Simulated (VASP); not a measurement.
# Ru6Cl in VASP: notebook

Ru6Cl is run at these levels: PBE; tasks: single point.

Everything below comes from runs of VASP 6.6.1. Logs are shortened: lines on timing, memory, paths and dates and some standing lists are left out, and cuts for length are marked.

## 1. The cell of the first run

The cell holds a slab with vacuum, 7 atoms: a = 2.720 Å, b = 4.297 Å, c = 20.838 Å, α = 90.00°, β = 90.00°, γ = 90.00°.

## 2. Single point, PBE

File INCAR:

```
PREC = Accurate
ENCUT = 520
EDIFF = 1E-6
ISMEAR = 0
SIGMA = 0.1
LREAL = F
LASPH = T
NELM = 60
ALGO = Normal
ISIF = 2
LWAVE = F
LCHARG = T
LDIPOL = T
IDIPOL = 3
DIPOL = 0.5 0.5 0.352
GGA = PE
LELF = T
LVHAR = T
LVACPOTAV = T
NBANDS = 54
```

File KPOINTS:

```
regular mesh
0
Gamma
  10 6 1
```

File POSCAR:

```
Ru6Cl
1.0
    2.7197977463      0.0000000000      0.0000000000
    0.0000000000      4.2966597637      0.0000000000
    0.0000000000      0.0000000000     20.8383397203
Ru Cl
6 1
Direct
    0.0000000000      0.7500000000      0.1919538722
    0.5000000000      0.2500000000      0.2296314412
    0.5000000000      0.7500000000      0.3049865789
    0.0000000000      0.2500000000      0.3407382299
    0.0000000000      0.7500000000      0.4168575065
    0.5000000000      0.2500000000      0.4481326174
    1.0000000000      0.5500000000      0.5290761945
```

Potentials or basis: VASP PAW PBE potentials, release 64 (Ru_pv, Cl).

Command:

```console
$ cat potpaw_PBE.64/Ru_pv/POTCAR potpaw_PBE.64/Cl/POTCAR > POTCAR
$ mpirun -np 1 vasp_std > vasp.out
```

OUTCAR:

```text
PREC = Accurate
   ENCUT = 520
   EDIFF = 1E-6
   ISMEAR = 0
   LREAL = F
   LASPH = T
   NELM = 60
   ISIF = 2
   GGA = PE

 ion  position               nearest neighbor table
   1  0.000  0.750  0.192-   2 2.66   2 2.66   2 2.66   2 2.66   3 2.72   3 2.72
   2  0.500  0.250  0.230-   3 2.66   3 2.66   1 2.66   1 2.66   1 2.66   1 2.66   4 2.69   4 2.69

   3  0.500  0.750  0.305-   4 2.65   4 2.65   4 2.65   4 2.65   2 2.66   2 2.66   5 2.70   5 2.70
                             1 2.72   1 2.72
   4  0.000  0.250  0.341-   6 2.62   6 2.62   3 2.65   3 2.65   3 2.65   3 2.65   5 2.67   5 2.67
                             2 2.69   2 2.69
   5  0.000  0.750  0.417-   7 2.49   6 2.62   6 2.62   6 2.62   6 2.62   4 2.67   4 2.67   3 2.70
                             3 2.70
   6  0.500  0.250  0.448-   7 2.52   7 2.52   4 2.62   4 2.62   5 2.62   5 2.62   5 2.62   5 2.62

   7  0.000  0.550  0.529-   5 2.49   6 2.52   6 2.52

  LATTYP: Found a simple orthorhombic cell.
 ALAT       =     2.7197977463
 B/A-ratio  =     1.5797717935
 C/A-ratio  =     7.6617240192

  Lattice vectors:

 A1 = (   2.7197977463,   0.0000000000,   0.0000000000)
 A2 = (   0.0000000000,   4.2966597637,   0.0000000000)
 A3 = (   0.0000000000,   0.0000000000,  20.8383397203)

Analysis of symmetry for initial positions (statically):
=====================================================================
 Subroutine PRICEL returns:
 Original cell was already a primitive cell.

 Routine SETGRP: Setting up the symmetry group for a
 simple orthorhombic supercell.

 Subroutine GETGRP returns: Found  2 space group operations
 (whereof  2 operations were pure point group operations)
 out of a pool of  8 trial point group operations.

The static configuration has the point symmetry C_1h.

Analysis of symmetry for dynamics (positions and initial velocities):
=====================================================================
 Subroutine PRICEL returns:
 Original cell was already a primitive cell.

 Routine SETGRP: Setting up the symmetry group for a
 simple orthorhombic supercell.

 Subroutine GETGRP returns: Found  2 space group operations
 (whereof  2 operations were pure point group operations)
 out of a pool of  8 trial point group operations.

The dynamic configuration has the point symmetry C_1h.

 Subroutine INISYM returns: Found  2 space group operations
 (whereof  2 operations are pure point group operations),
 and found     1 'primitive' translations

----------------------------------------------------------------------------------------

                                     Primitive cell

  volume of cell :     243.5178

  direct lattice vectors                    reciprocal lattice vectors
     2.719797746  0.000000000  0.000000000     0.367674398  0.000000000  0.000000000
     0.000000000  4.296659764  0.000000000     0.000000000  0.232738931  0.000000000
     0.000000000  0.000000000 20.838339720     0.000000000  0.000000000  0.047988468

  length of vectors
     2.719797746  4.296659764 20.838339720     0.367674398  0.232738931  0.047988468

  position of ions in fractional coordinates (direct lattice)
     0.000000000  0.750000000  0.191953872
     0.500000000  0.250000000  0.229631441
     0.500000000  0.750000000  0.304986579
     0.000000000  0.250000000  0.340738230
     0.000000000  0.750000000  0.416857507
     0.500000000  0.250000000  0.448132617
     0.000000000  0.550000000  0.529076195

  ion indices of the primitive-cell ions
   primitive index   ion index
                 1           1
                 2           2
                 3           3
                 4           4
                 5           5
                 6           6
                 7           7

----------------------------------------------------------------------------------------

 KPOINTS: regular mesh

Automatic generation of k-mesh.
 Grid dimensions read from file:
 generate k-points for:   10    6    1

 Generating k-lattice:

  Cartesian coordinates                     Fractional coordinates (reciprocal lattice)
     0.036767440  0.000000000  0.000000000     0.100000000  0.000000000  0.000000000
     0.000000000  0.038789822  0.000000000     0.000000000  0.166666667  0.000000000
     0.000000000  0.000000000  0.047988468     0.000000000  0.000000000  1.000000000

  Length of vectors
     0.036767440  0.038789822  0.047988468

  Shift w.r.t. Gamma in fractional coordinates (k-lattice)
     0.000000000  0.000000000  0.000000000

 Subroutine IBZKPT returns following result:
 ===========================================

 Found     24 irreducible k-points:

 Following reciprocal coordinates:
            Coordinates               Weight
  0.000000  0.000000  0.000000      1.000000
  0.100000  0.000000  0.000000      2.000000
  0.200000  0.000000  0.000000      2.000000
  0.300000  0.000000  0.000000      2.000000
  0.400000  0.000000  0.000000      2.000000
  0.500000  0.000000  0.000000      1.000000
[... 16 lines left out ...]
  0.400000  0.500000  0.000000      2.000000
  0.500000  0.500000  0.000000      1.000000
   k-points           NKPTS =     24   k-points in BZ     NKDIM =     24   number of bands    NBANDS=     54
   number of dos      NEDOS =    301   number of ions     NIONS =      7
   total plane-waves  NPLWV = 102400
   dimension x,y,z NGX =    20 NGY =   32 NGZ =  160
   dimension x,y,z NGXF=    40 NGYF=   64 NGZF=  320
   ions per type =               6   1
   NGX,Y,Z   is equivalent  to a cutoff of  12.22, 12.38, 12.76 a.u.
   NGXF,Y,Z  is equivalent  to a cutoff of  24.45, 24.76, 25.53 a.u.
 SYSTEM =  unknown system
   PREC   = accura    normal or accurate (medium, high low for compatibility)
   ISTART =      0    job   : 0-new  1-cont  2-samecut
   ICHARG =      2    charge: 1-file 2-atom 10-const
   ISPIN  =      1    spin polarized calculation?
   LNONCOLLINEAR =      F non collinear calculations
   LSORBIT =      F    spin-orbit coupling
   LASPH  =      T    aspherical Exc in radial PAW
   ENCUT  =  520.0 eV  38.22 Ry    6.18 a.u.   5.06  7.99 38.75*2*pi/ulx,y,z
   NELM   =     60;   NELMIN=  2; NELMDL= -5     # of ELM steps
   EDIFF  = 0.1E-05   stopping-criterion for ELM
   LREAL  =      F    real-space projection
   EDIFFG = 0.1E-04   stopping-criterion for IOM
   NSW    =      0    number of steps for IOM
   IBRION =     -1    ionic relax: 0-MD 1-quasi-New 2-CG
   NFREE  =      0    steps in history (QN), initial steepest desc. (CG)
   ISIF   =      2    stress and relaxation
   ISYM   =      2    0-nonsym 1-usesym 2-fastsym
   POTIM  = 0.5000    time-step for ionic-motion
   TEBEG  =    0.0;   TEEND  =   0.0 temperature during run
   PSTRESS=    0.0 pullay stress
   NELECT =      91.0000    total number of electrons
   NUPDOWN=      -1.0000    fix difference up-down
   EMIN   =  10.00;   EMAX   =-10.00  energy-range for DOS
   EFERMI =   0.00;   METHOD = LEGACY
   ISMEAR =     0;   SIGMA  =   0.10  broadening in eV -4-tet -1-fermi 0-gaus
   EFERMI_NEDOS =   21; number of points for ismear=-14 and -15
   IALGO  =     38    algorithm
   IMIX   =      4    mixing-type and parameters
     AMIX     =   0.40;   BMIX     =  1.00
     AMIX_MAG =   1.60;   BMIX_MAG =  1.00
  volume/ion in A,a.u.               =      34.79       234.76
  Fermi-wavevector in a.u.,A,eV,Ry     =   1.179175  2.228318 18.918283  1.390455
  Thomas-Fermi vector in A             =   2.315491
   LORBIT       =      0    0 simple, 1 ext, 2 COOP (PROOUT), +10 PAW based schemes
   GGA     = PE    functional components
   LHFCALC =     F    Hartree Fock is set to
   AEXX    =    0.0000 exact exchange contribution
   IVDW    =     0    specifies the selected vdW correction
   LEPSILON=     F    determine dielectric tensor
   LRPA    =     F    only Hartree local field effects (RPA)
 non-spin polarized calculation
 Gauss-broadening in eV      SIGMA  =   0.10
  energy-cutoff  :      520.00
  volume of cell :      243.52
 maximum number of plane-waves:      6614
   NGX = 11   NGY = 15   NGZ = 77

 dipolmoment           0.000000      0.000000     -0.001105 electrons x Angstroem

 number of electron      91.0000042 magnetization

 dipolmoment           0.000000      0.000000      0.016150 electrons x Angstroem

 Free energy of the ion-electron system (eV)
  ---------------------------------------------------
  ext. energy  EPLUGINS =         0.00000000
  ---------------------------------------------------
  free energy    TOTEN  =       -54.18153446 eV

  energy without entropy =      -54.13407546  energy(sigma->0) =      -54.15780496

 E-fermi :   1.8993     XC(G=0):  -6.3192

 val. band max:        1.8981394915   @ k =   0.3000   0.1667   0.0000
 cond. band min:       1.9049313462   @ k =   0.0000   0.3333   0.0000
 fundamental gap:      0.0067918546
 Fermi energy:         1.8993178785

 k-point     1 :       0.0000    0.0000    0.0000
  band No.  band energies     occupation
      1     -41.7400      2.00000
      2     -41.5241      2.00000
      3     -41.4493      2.00000
      4     -41.3310      2.00000
      5     -41.2363      2.00000
      6     -41.1323      2.00000
[... 46 lines left out ...]
     53       3.3374      0.00000
     54       3.7571      0.00000

 k-point     2 :       0.1000    0.0000    0.0000
  band No.  band energies     occupation
      1     -41.7160      2.00000
      2     -41.5082      2.00000
      3     -41.4310      2.00000
      4     -41.3246      2.00000
      5     -41.2180      2.00000
      6     -41.1855      2.00000
[... 46 lines left out ...]
     53       3.5726      0.00000
     54       3.6407      0.00000

 k-point     3 :       0.2000    0.0000    0.0000
  band No.  band energies     occupation
      1     -41.6477      2.00000
      2     -41.4722      2.00000
      3     -41.3819      2.00000
      4     -41.3283      2.00000
      5     -41.2938      2.00000
      6     -41.1696      2.00000
[... 46 lines left out ...]
     53       3.4156      0.00000
     54       3.5701      0.00000
[... 1084 lines left out ...]
 k-point    23 :       0.4000    0.5000    0.0000
  band No.  band energies     occupation
      1     -41.6867      2.00000
      2     -41.6554      2.00000
      3     -41.6232      2.00000
      4     -41.4662      2.00000
      5     -41.3201      2.00000
      6     -41.3079      2.00000
[... 46 lines left out ...]
     53       4.5792      0.00000
     54       4.7864      0.00000

 k-point    24 :       0.5000    0.5000    0.0000
  band No.  band energies     occupation
      1     -41.7260      2.00000
      2     -41.6900      2.00000
      3     -41.6534      2.00000
      4     -41.5022      2.00000
      5     -41.3484      2.00000
      6     -41.3312      2.00000
[... 46 lines left out ...]
     53       5.1650      0.00000
     54       5.7693      0.00000

------------------------ aborting loop because EDIFF is reached ----------------------------------------

  FORCE on cell =-STRESS in cart. coord.  units (eV):
  Direction    XX          YY          ZZ          XY          YZ          ZX
  --------------------------------------------------------------------------------------
  -------------------------------------------------------------------------------------
  Total        1.7224155     -1.7256580     -0.3696879      0.0000000     -0.4407260      0.0000000
  in kB       11.3322935    -11.3536271     -2.4322890      0.0000000     -2.8996697      0.0000000
  external PRESSURE =      -0.8178742 kB  Pullay stress =       0.0000000 kB

 VOLUME and BASIS-vectors are now :
 -----------------------------------------------------------------------------
  energy-cutoff  :      520.00
  volume of cell :      243.52
      direct lattice vectors                 reciprocal lattice vectors
     2.719797746  0.000000000  0.000000000     0.367674398  0.000000000  0.000000000
     0.000000000  4.296659764  0.000000000     0.000000000  0.232738931  0.000000000
     0.000000000  0.000000000 20.838339720     0.000000000  0.000000000  0.047988468

 POSITION                                       TOTAL-FORCE (eV/Angst)
 -----------------------------------------------------------------------------------
      0.00000      3.22249      4.00000         0.000000     -0.012752      0.757116
      1.35990      1.07416      4.78514         0.000000     -0.006585     -0.590148
      1.35990      3.22249      6.35541         0.000000      0.037465     -0.044132
      0.00000      1.07416      7.10042         0.000000     -0.062408     -0.349958
      0.00000      3.22249      8.68662         0.000000      0.628911     -0.247354
      1.35990      1.07416      9.33834         0.000000     -0.491472      0.476499
      0.00000      2.36316     11.02507         0.000000     -0.093159     -0.002023
 -----------------------------------------------------------------------------------
    total drift:                               -0.000000     -0.000108      0.000519

  FREE ENERGIE OF THE ION-ELECTRON SYSTEM (eV)
  ---------------------------------------------------
  free  energy   TOTEN  =       -54.1815344602 eV

  energy  without entropy=      -54.1340754618  energy(sigma->0) =      -54.15780496

 vacuum level on the upper side and lower side of the slab         6.850         6.601
```

It took 5.8 min on 1 thread of Intel Xeon 6975P-C (Granite Rapids), shared host; peak memory 0.44 GiB.

What came out:

| Quantity | Value |
| --- | --- |
| Free energy | -54.1815 eV |
| Largest force | 0.757 eV/Å |
| Band gap on the k mesh | zero (an odd number of electrons rules out a gap without spin polarisation) |

Forces in eV/Å, atoms in the order of the input:
```
Ru   0.000 -0.013  0.757
Ru   0.000 -0.007 -0.590
Ru   0.000  0.037 -0.044
Ru   0.000 -0.062 -0.350
Ru   0.000  0.629 -0.247
Ru   0.000 -0.491  0.476
Cl   0.000 -0.093 -0.002
```

Caveat: an odd number of electrons without spin polarisation forces a metal; a magnetic or distorted state may lie lower.

## 3. Single point, PBE

File INCAR:

```
PREC     = Accurate       # precision mode
ENCUT    = 520            # plane-wave cutoff, eV
EDIFF    = 1E-6           # SCF threshold, eV
ISMEAR   = 0              # smearing method
SIGMA    = 0.1            # smearing width, eV
LREAL    = False          # projectors in reciprocal space
LASPH    = True           # aspherical terms in the spheres
NELM     = 80             # most SCF steps
ALGO     = Normal         # electronic algorithm
ISIF     = 2              # what is computed and relaxed
LWAVE    = False          # write WAVECAR
LCHARG   = False          # write CHGCAR
LDIPOL   = True         
IDIPOL   = 3            
DIPOL    = 0.5 0.5 0.355
GGA      = PE             # functional
NBANDS   = 54             # bands
```

KPOINTS is that of step 2.

Edit POSCAR of step 2 so:

```diff
@@ -14,2 +14,2 @@
     0.5000000000      0.2500000000      0.4481326174
-    1.0000000000      0.5500000000      0.5290761945
+    0.5000000000      0.3500000000      0.5552353023
```

Potentials or basis: VASP PAW PBE potentials, release 64 (Ru_pv, Cl).

Command:

```console
$ cat potpaw_PBE.64/Ru_pv/POTCAR potpaw_PBE.64/Cl/POTCAR > POTCAR
$ mpirun -np 1 vasp_std > vasp.out
```

OUTCAR:

```text
PREC = Accurate
   ENCUT = 520
   EDIFF = 1E-6
   ISMEAR = 0
   LREAL = False
   LASPH = True
   NELM = 80
   ISIF = 2
   GGA = PE

 ion  position               nearest neighbor table
   1  0.000  0.750  0.192-   2 2.66   2 2.66   2 2.66   2 2.66   3 2.72   3 2.72
   2  0.500  0.250  0.230-   3 2.66   3 2.66   1 2.66   1 2.66   1 2.66   1 2.66   4 2.69   4 2.69

   3  0.500  0.750  0.305-   4 2.65   4 2.65   4 2.65   4 2.65   2 2.66   2 2.66   5 2.70   5 2.70
                             1 2.72   1 2.72
   4  0.000  0.250  0.341-   6 2.62   6 2.62   3 2.65   3 2.65   3 2.65   3 2.65   5 2.67   5 2.67
                             2 2.69   2 2.69
   5  0.000  0.750  0.417-   6 2.62   6 2.62   6 2.62   6 2.62   4 2.67   4 2.67   3 2.70   3 2.70

   6  0.500  0.250  0.448-   7 2.27   4 2.62   4 2.62   5 2.62   5 2.62   5 2.62   5 2.62
   7  0.500  0.350  0.555-   6 2.27

[... 1584 lines left out ...]

 VOLUME and BASIS-vectors are now :
 -----------------------------------------------------------------------------
  energy-cutoff  :      520.00
  volume of cell :      243.52
      direct lattice vectors                 reciprocal lattice vectors
     2.719797746  0.000000000  0.000000000     0.367674398  0.000000000  0.000000000
     0.000000000  4.296659764  0.000000000     0.000000000  0.232738931  0.000000000
     0.000000000  0.000000000 20.838339720     0.000000000  0.000000000  0.047988468

 POSITION                                       TOTAL-FORCE (eV/Angst)
 -----------------------------------------------------------------------------------
      0.00000      3.22249      4.00000         0.000000     -0.001297      1.082270
      1.35990      1.07416      4.78514         0.000000     -0.021035     -0.843649
      1.35990      3.22249      6.35541         0.000000     -0.025041     -0.088352
      0.00000      1.07416      7.10042         0.000000      0.049433     -0.525439
      0.00000      3.22249      8.68662         0.000000      0.295843     -0.645236
      1.35990      1.07416      9.33834         0.000000     -0.175483      1.044671
      1.35990      1.50383     11.57018         0.000000     -0.122420     -0.024267
 -----------------------------------------------------------------------------------
    total drift:                                0.000000     -0.000089      0.000066

  FREE ENERGIE OF THE ION-ELECTRON SYSTEM (eV)
  ---------------------------------------------------
  free  energy   TOTEN  =       -54.2179973901 eV

  energy  without entropy=      -54.1783713942  energy(sigma->0) =      -54.19818439

 vacuum level on the upper side and lower side of the slab         7.298         6.183
```

OSZICAR:

```text
N       E                     dE             d eps       ncg     rms          rms(c)
DAV:   1     0.933179821841E+03    0.93318E+03   -0.55844E+04  3384   0.158E+03
DAV:   2    -0.163697975914E+02   -0.94955E+03   -0.92272E+03  2868   0.456E+02
DAV:   3    -0.565068930415E+02   -0.40137E+02   -0.38089E+02  3482   0.825E+01
[... 25 lines left out ...]
DAV:  29    -0.542179838983E+02   -0.13204E-04   -0.81780E-07  1578   0.361E-03    0.239E-03
DAV:  30    -0.542179902798E+02   -0.63815E-05   -0.29603E-07  1464   0.201E-03    0.214E-03
DAV:  31    -0.542179945815E+02   -0.43018E-05   -0.23151E-07  1466   0.144E-03    0.150E-03
DAV:  32    -0.542179968060E+02   -0.22245E-05   -0.19167E-07  1470   0.141E-03    0.819E-04
DAV:  33    -0.542179973901E+02   -0.58408E-06   -0.64238E-08  1370   0.689E-04
   1 F= -.54217997E+02 E0= -.54198184E+02  d E =-.396260E-01
```

Wall time 5.7 min (1 thread of Intel Xeon 6975P-C (Granite Rapids), shared host); peak memory 0.44 GiB.

What came out:

```yaml
Free_energy: -54.2180 eV
Largest_force: 1.082 eV/Å
Band_gap_on_the_k_mesh: zero (an odd number of electrons rules out a gap without spin polarisation)
```

Forces in eV/Å, atoms in the order of the input:
```
Ru   0.000 -0.001  1.082
Ru   0.000 -0.021 -0.844
Ru   0.000 -0.025 -0.088
Ru   0.000  0.049 -0.525
Ru   0.000  0.296 -0.645
Ru   0.000 -0.175  1.045
Cl   0.000 -0.122 -0.024
```

Caveat: an odd number of electrons without spin polarisation forces a metal; a magnetic or distorted state may lie lower.

(Continued in part 2 of 2.)

The gap in the log of VASP goes by the Fermi energy; the results here count the filled bands.